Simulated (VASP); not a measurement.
NiSb: single point with PBE

Crystal: NiSb.

```
Ni Sb
1.0
     3.97566    0.00000    0.00000
    -1.98783    3.44302    0.00000
     0.00000    0.00000    5.15685
Ni Sb
2 2
Direct
  0.00000 0.00000 0.00000
  0.00000 0.00000 0.50000
  0.33333 0.66667 0.25000
  0.66667 0.33333 0.75000
```

```
Program                : VASP 6.6.1
Task                   : single point
Functional             : PBE
Potentials or basis    : VASP PAW PBE potentials, release 64 (Ni, Sb)
Cutoff                 : 520 eV
k mesh                 : 12 × 12 × 8
Occupations            : gaussian, width 0.1 eV
Spin                   : no spin polarisation
Dipole correction      : no
Further INCAR settings : ALGO = Normal; EDIFF = 1e-07; NBANDS = 23
```

The pressure is -0.2 GPa and the band gap on the k mesh is zero (band 15 reaches 11.60 eV, above the bottom of band 16 at 8.38 eV).

Stress tensor (GPa, compression positive):
```
-0.20  0.00  0.00
 0.00 -0.20  0.00
 0.00  0.00 -0.07
```

Levels at points of the mesh, in eV from the Fermi level:
| k point | band 11 | band 12 | band 13 | band 14 | band 15 | band 16 | band 17 | band 18 | band 19 | band 20 |
| --- | --- | --- | --- | --- | --- | --- | --- | --- | --- | --- |
| (0.00, 0.00, 0.00) | -1.26 | -1.26 | -0.01 | 0.55 | 0.55 | 2.38 | 2.38 | 3.07 | 3.90 | 5.04 |
| (0.50, 0.00, 0.00) | -2.00 | -1.78 | -1.52 | -1.32 | -1.25 | -0.40 | 1.12 | 3.40 | 3.85 | 5.32 |
| (0.00, 0.00, 0.50) | -2.00 | -2.00 | 0.18 | 0.18 | 1.99 | 1.99 | 1.99 | 1.99 | 5.09 | 5.09 |
| (0.50, 0.00, 0.50) | -1.83 | -1.83 | -1.73 | -1.73 | 0.20 | 0.20 | 1.59 | 1.59 | 5.13 | 5.13 |

It took 77 s on 1 thread of Intel(R) Xeon(R) 6975P-C (Granite Rapids) (shared host), peak memory 0.28 GiB.

Caveat: spin-orbit coupling is left out, which moves the levels of the heavy elements. Spin polarisation is off, so any magnetic state and its effect on volume and gap are missing.
